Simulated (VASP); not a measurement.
# ScTa2 (P-3m1) in VASP: further runs

ScTa2 is run at these levels: PBE; tasks: single point, relaxation of cell and atoms.

All numbers are computed with VASP 6.6.1; they aren't measurements. Logs are shortened: lines on timing, memory, paths and dates and some standing lists are left out, and cuts for length are marked.

## 1. The cell of the first run

The structure is trigonal, space group P-3m1 (No. 164). The conventional cell has a = 4.799 Å, b = 4.799 Å, c = 2.946 Å, α = 90.00°, β = 90.00°, γ = 120.00°. Within 3.9 Å of Sc (site symmetry -3m) lie 2 Sc at 2.95 Å and 12 Ta at 3.02 to 3.28 Å. Ta (site symmetry 3m) has 8 Ta at 2.83 to 3.66 Å and 6 Sc at 3.02 to 3.28 Å within 3.7 Å.

## 2. Single point, PBE

INCAR

```
SYSTEM = ScTa2
ALGO = Normal ; EDIFF = 1E-6
ENCUT = 520 ; GGA = PE
ISIF = 2 ; ISMEAR = 0
LASPH = .True. ; LCHARG = .False.
LREAL = .False. ; LWAVE = .False.
NBANDS = 24 ; NELM = 80
PREC = Accurate ; SIGMA = 0.1
```

KPOINTS

```
k-points
0
Gamma
  6 6 4
  0 0 0
```

POSCAR

```
ScTa2
1.0
    4.7989723033      0.0000000000      0.0000000000
   -2.3994861516      4.1560319267      0.0000000000
    0.0000000000      0.0000000000      2.9461322429
Sc Ta
1 2
Direct
    0.0000000000      0.0000000000      0.0000000000
    0.3333333333      0.6666666667      0.5952387316
    0.6666666667      0.3333333333      0.4047612684
```

Potentials or basis: VASP PAW PBE potentials, release 64 (Sc_sv, Ta_pv).

Launch:

```console
cat potpaw_PBE.64/Sc_sv/POTCAR potpaw_PBE.64/Ta_pv/POTCAR > POTCAR
mpirun -np 1 vasp_std > vasp.out
```

OUTCAR:

```text
SYSTEM = ScTa2
   EDIFF = 1E-6
   ENCUT = 520
   GGA = PE
   ISIF = 2
   ISMEAR = 0
   LASPH = .True.
   LREAL = .False.
   NELM = 80
   PREC = Accurate

 ion  position               nearest neighbor table
   1  0.000  0.000  0.000-   2 3.02   3 3.02   2 3.02   3 3.02   3 3.02   2 3.02   2 3.28   3 3.28
                             3 3.28   2 3.28   2 3.28   3 3.28
   2  0.333  0.667  0.595-   3 2.83   3 2.83   3 2.83   1 3.02   1 3.02   1 3.02   1 3.28   1 3.28
                             1 3.28
   3  0.667  0.333  0.405-   2 2.83   2 2.83   2 2.83   1 3.02   1 3.02   1 3.02   1 3.28   1 3.28
                             1 3.28

  LATTYP: Found a hexagonal cell.
 ALAT       =     4.7989723033
 C/A-ratio  =     0.6139089907

  Lattice vectors:

 A1 = (   4.7989723033,   0.0000000000,   0.0000000000)
 A2 = (  -2.3994861516,   4.1560319267,   0.0000000000)
 A3 = (   0.0000000000,   0.0000000000,   2.9461322429)

Analysis of symmetry for initial positions (statically):
=====================================================================
 Subroutine PRICEL returns:
 Original cell was already a primitive cell.

 Routine SETGRP: Setting up the symmetry group for a
 hexagonal supercell.

 Subroutine GETGRP returns: Found 12 space group operations
 (whereof 12 operations were pure point group operations)
 out of a pool of 24 trial point group operations.

The static configuration has the point symmetry D_3d.

Analysis of symmetry for dynamics (positions and initial velocities):
=====================================================================
 Subroutine PRICEL returns:
 Original cell was already a primitive cell.

 Routine SETGRP: Setting up the symmetry group for a
 hexagonal supercell.

 Subroutine GETGRP returns: Found 12 space group operations
 (whereof 12 operations were pure point group operations)
 out of a pool of 24 trial point group operations.

The dynamic configuration has the point symmetry D_3d.

 Subroutine INISYM returns: Found 12 space group operations
 (whereof 12 operations are pure point group operations),
 and found     1 'primitive' translations

----------------------------------------------------------------------------------------

                                     Primitive cell

  volume of cell :      58.7597

  direct lattice vectors                    reciprocal lattice vectors
[... 85 lines left out ...]
   LASPH  =      T    aspherical Exc in radial PAW
   ENCUT  =  520.0 eV  38.22 Ry    6.18 a.u.   8.92  8.92  5.48*2*pi/ulx,y,z
   NELM   =     80;   NELMIN=  2; NELMDL= -5     # of ELM steps
   EDIFF  = 0.1E-05   stopping-criterion for ELM
   LREAL  =      F    real-space projection
   EDIFFG = 0.1E-04   stopping-criterion for IOM
   NSW    =      0    number of steps for IOM
   IBRION =     -1    ionic relax: 0-MD 1-quasi-New 2-CG
   NFREE  =      0    steps in history (QN), initial steepest desc. (CG)
   ISIF   =      2    stress and relaxation
   ISYM   =      2    0-nonsym 1-usesym 2-fastsym
   POTIM  = 0.5000    time-step for ionic-motion
   TEBEG  =    0.0;   TEEND  =   0.0 temperature during run
   PSTRESS=    0.0 pullay stress
   NELECT =      33.0000    total number of electrons
   NUPDOWN=      -1.0000    fix difference up-down
   EMIN   =  10.00;   EMAX   =-10.00  energy-range for DOS
   EFERMI =   0.00;   METHOD = LEGACY
   ISMEAR =     0;   SIGMA  =   0.10  broadening in eV -4-tet -1-fermi 0-gaus
   EFERMI_NEDOS =   21; number of points for ismear=-14 and -15
   IALGO  =     38    algorithm
   IMIX   =      4    mixing-type and parameters
     AMIX     =   0.40;   BMIX     =  1.00
     AMIX_MAG =   1.60;   BMIX_MAG =  1.00
  volume/ion in A,a.u.               =      19.59       132.18
  Fermi-wavevector in a.u.,A,eV,Ry     =   1.350682  2.552418 24.821668  1.824341
  Thomas-Fermi vector in A             =   2.478166
   LORBIT       =      0    0 simple, 1 ext, 2 COOP (PROOUT), +10 PAW based schemes
   GGA     = PE    functional components
   LHFCALC =     F    Hartree Fock is set to
   AEXX    =    0.0000 exact exchange contribution
   IVDW    =     0    specifies the selected vdW correction
   LEPSILON=     F    determine dielectric tensor
   LRPA    =     F    only Hartree local field effects (RPA)
 non-spin polarized calculation
 Gauss-broadening in eV      SIGMA  =   0.10
  energy-cutoff  :      520.00
  volume of cell :       58.76
 maximum number of plane-waves:      1596
   NGX = 17   NGY = 17   NGZ = 11

 number of electron      32.9999997 magnetization

 Free energy of the ion-electron system (eV)
  ---------------------------------------------------
  ext. energy  EPLUGINS =         0.00000000
  ---------------------------------------------------
  free energy    TOTEN  =       -29.44775100 eV

  energy without entropy =      -29.43633103  energy(sigma->0) =      -29.44204101

 E-fermi :   4.9812     XC(G=0): -11.7395

 val. band max:        4.9265184516   @ k =   0.3333   0.1667   0.5000
 cond. band min:       4.9944367078   @ k =   0.1667   0.1667   0.0000
 fundamental gap:      0.0679182562
 Fermi energy:         4.9811854737

 k-point     1 :       0.0000    0.0000    0.0000
  band No.  band energies     occupation
      1     -43.8334      2.00000
      2     -29.1726      2.00000
      3     -29.1726      2.00000
      4     -28.6095      2.00000
      5     -28.6095      2.00000
      6     -28.5944      2.00000
[... 637 lines left out ...]
     23       9.8635      0.00000
     24      10.7187      0.00000

------------------------ aborting loop because EDIFF is reached ----------------------------------------

  FORCE on cell =-STRESS in cart. coord.  units (eV):
  Direction    XX          YY          ZZ          XY          YZ          ZX
  --------------------------------------------------------------------------------------
  -------------------------------------------------------------------------------------
  Total        0.0470798      0.0470798      0.0216399      0.0000000      0.0000000      0.0000000
  in kB        1.2837057      1.2837057      0.5900473      0.0000000      0.0000000      0.0000000
  external PRESSURE =       1.0524863 kB  Pullay stress =       0.0000000 kB

 VOLUME and BASIS-vectors are now :
 -----------------------------------------------------------------------------
  energy-cutoff  :      520.00
  volume of cell :       58.76
      direct lattice vectors                 reciprocal lattice vectors
     4.798972303  0.000000000  0.000000000     0.208377948  0.120307064  0.000000000
    -2.399486152  4.156031927  0.000000000     0.000000000  0.240614128  0.000000000
     0.000000000  0.000000000  2.946132243     0.000000000  0.000000000  0.339428076

 POSITION                                       TOTAL-FORCE (eV/Angst)
 -----------------------------------------------------------------------------------
      0.00000      0.00000      0.00000         0.000000      0.000000      0.000000
     -0.00000      2.77069      1.75365        -0.000000      0.000000     -0.000037
      2.39949      1.38534      1.19248         0.000000     -0.000000      0.000037
 -----------------------------------------------------------------------------------
    total drift:                                0.000000      0.000000      0.000000

  FREE ENERGIE OF THE ION-ELECTRON SYSTEM (eV)
  ---------------------------------------------------
  free  energy   TOTEN  =       -29.4477509983 eV

  energy  without entropy=      -29.4363310309  energy(sigma->0) =      -29.44204101
```

stdout:

```text
POSCAR found type information on POSCAR ScTa
 POSCAR found :  2 types and       3 ions
 scaLAPACK will be used
 LDA part: xc-table for (Slater+PW92), standard interpolation
 POSCAR, INCAR and KPOINTS ok, starting setup
 FFT: planning ... GRIDC
 FFT: planning ... GRID_SOFT
 FFT: planning ... GRID
 WAVECAR not read
 entering main loop
```

Wall time 20 s (1 thread of AMD EPYC 9R45 (Zen 5), shared host); peak memory 0.16 GiB.

What came out:

```
Free energy : -29.4478 eV
Pressure    : 0.1 GPa
```

Caveat: the k points lie up to 0.53 Å⁻¹ apart; spin-orbit coupling is left out, which moves the levels of the heavy elements.

## 3. Relaxation of cell and atoms, PBE

INCAR

```
ALGO = Fast ; EDIFF = 1E-6
EDIFFG = -0.04 ; ENCUT = 600
GGA = PE ; IBRION = 2
ISIF = 3 ; ISMEAR = 0
LASPH = True ; LCHARG = False
LREAL = False ; LWAVE = False
NELM = 100 ; NSW = 90
PREC = Accurate ; SIGMA = 0.1
```

KPOINTS

```
k-points
0
Gamma
  6 6 6
```

POSCAR is that of step 2.

Potentials or basis: VASP PAW PBE potentials, release 64 (Sc_sv, Ta_pv).

Launch:

```console
cat potpaw_PBE.64/Sc_sv/POTCAR potpaw_PBE.64/Ta_pv/POTCAR > POTCAR
mpirun -np 1 vasp_std > vasp.out
```

It took 9.3 min on 1 thread of AMD EPYC 9R45 (Zen 5), shared host; peak memory 0.2 GiB.

Results (log left out):

* Free energy: -29.3878 eV
* Relaxed volume: 19.89 Å³/atom
* Relaxed cell: a = 4.854 Å, b = 4.854 Å, c = 2.924 Å, α = 90.00°, β = 90.00°, γ = 120.00°
* Space group after relaxing (to 0.05 Å): P6/mmm (No. 191)
* Energy gained by relaxing: 18.6 meV/atom
* Ionic steps: 16
* Pressure after relaxing: -0.1 GPa

Stress tensor (GPa, compression positive):
```
 0.00  0.00  0.00
 0.00  0.00  0.00
 0.00  0.00 -0.16
```

Step by step:
```tsv
step	energy change (eV)	largest force (eV/Å)	pressure (GPa)	volume (Å³)
1	0.0000	0.1795	0.32	58.76
2	-0.0036	0.1865	-0.32	59.09
3	-0.0060	0.1993	-1.26	59.59
4	-0.0074	0.1965	-1.17	59.57
5	-0.0112	0.1846	-0.93	59.51
6	-0.0169	0.1535	-0.45	59.38
7	-0.0204	0.1197	0.52	59.13
8	-0.0238	0.1173	0.57	59.15
9	-0.0332	0.1149	0.65	59.21
10	-0.0504	0.0777	0.62	59.33
11	-0.0522	0.0083	0.21	59.57
12	-0.0537	0.0023	0.35	59.51
13	-0.0545	0.0096	0.45	59.45
14	-0.0554	0.0004	-0.22	59.74
15	-0.0554	0.0003	-0.24	59.75
16	-0.0558	0.0005	-0.05	59.66
```

Final structure:
```cif
data_structure
_symmetry_space_group_name_H-M 'P 1'
_symmetry_Int_Tables_number 1
_cell_length_a 4.8538
_cell_length_b 4.8538
_cell_length_c 2.9242
_cell_angle_alpha 90.000
_cell_angle_beta 90.000
_cell_angle_gamma 120.000
_cell_volume 59.66
loop_
_atom_site_label
_atom_site_type_symbol
_atom_site_fract_x
_atom_site_fract_y
_atom_site_fract_z
_atom_site_occupancy
Sc1 Sc 0.00000 0.00000 0.00000 1
Ta1 Ta 0.33333 0.66667 0.50283 1
Ta2 Ta 0.66667 0.33333 0.49717 1
```

Levels at points of the mesh, in eV from the Fermi level:
```csv
k point,band 12,band 13,band 14,band 15,band 16,band 17,band 18,band 19,band 20
"(0.00, 0.00, 0.00)",-2.70,-1.61,-1.26,-1.26,-0.81,-0.81,0.90,1.53,1.53
"(0.50, 0.00, 0.00)",-4.28,-3.53,-1.40,-1.38,-1.06,0.26,0.82,0.86,1.37
"(0.00, 0.00, 0.50)",-2.94,-2.94,-1.73,-1.73,-1.47,0.53,0.53,1.05,1.05
"(0.50, 0.00, 0.50)",-2.93,-2.82,-1.45,-1.40,-1.21,0.26,0.42,1.14,1.47
```

Caveat: spin-orbit coupling is left out, which moves the levels of the heavy elements.
